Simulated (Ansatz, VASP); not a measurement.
# One calculation of Mo, two programs

Contents of INCAR:

```
PREC     = Accurate       # precision mode
ENCUT    = 520            # plane-wave cutoff, eV
EDIFF    = 1E-7           # SCF threshold, eV
ISMEAR   = -1             # smearing method
SIGMA    = 0.08           # smearing width, eV
LREAL    = False          # projectors in reciprocal space
LASPH    = True           # aspherical terms in the spheres
NELM     = 100            # most SCF steps
ALGO     = Normal         # electronic algorithm
ISIF     = 2              # what is computed and relaxed
LWAVE    = False          # write WAVECAR
LCHARG   = True           # write CHGCAR
GGA      = PE             # functional
LELF     = True           # ELF
LVHAR    = True         
NBANDS   = 13             # bands
```

File KPOINTS:

```
Automatic mesh
0
Gamma
  17 17 17
```

Contents of POSCAR:

```
Mo
1.0
    0.0000000000      1.9742159233      1.9742159233
    1.9742159233      0.0000000000      1.9742159233
    1.9742159233      1.9742159233      0.0000000000
Mo
1
Direct
    0.0000000000      0.0000000000      0.0000000000
```

Input for Ansatz:

```yaml
crystal:
  lattice:
    - [0.0, 1.9742159233, 1.9742159233]
    - [1.9742159233, 0.0, 1.9742159233]
    - [1.9742159233, 1.9742159233, 0.0]
  atoms:
    - { symbol: Mo, position: [0.0, 0.0, 0.0] }
kpoints:
  mp_grid: { grid: [17, 17, 17] }
scf:
  occupations: { method: fermi_dirac, width: 0.08 }
hamiltonian:
  xc: pbe
  pseudopotentials: { kind: all_electron, lapw: { basis_error: 0.0005 } }
output:
  forces: true
  stress: true
  eigenvalues: true
```

Change from the starting cell: volume scaled by 0.9405.

Alike in both runs: task single point; functional PBE; k mesh 17 × 17 × 17; occupations fermi-dirac, width 0.08 eV; no spin polarisation.

|  | VASP | Ansatz |
| --- | --- | --- |
| version | VASP 6.6.1 | Ansatz 0.2.0 |
| potentials or method | VASP PAW PBE potentials, release 64 (Mo_sv), cutoff 520 eV | all-electron LAPW, scalar-relativistic |

|  | VASP | Ansatz | Ansatz less VASP |
| --- | --- | --- | --- |
| pressure (GPa) | 11.1 | 10.6 | -0.52 |

Ansatz ran all-electron here, and VASP with PAW potentials.
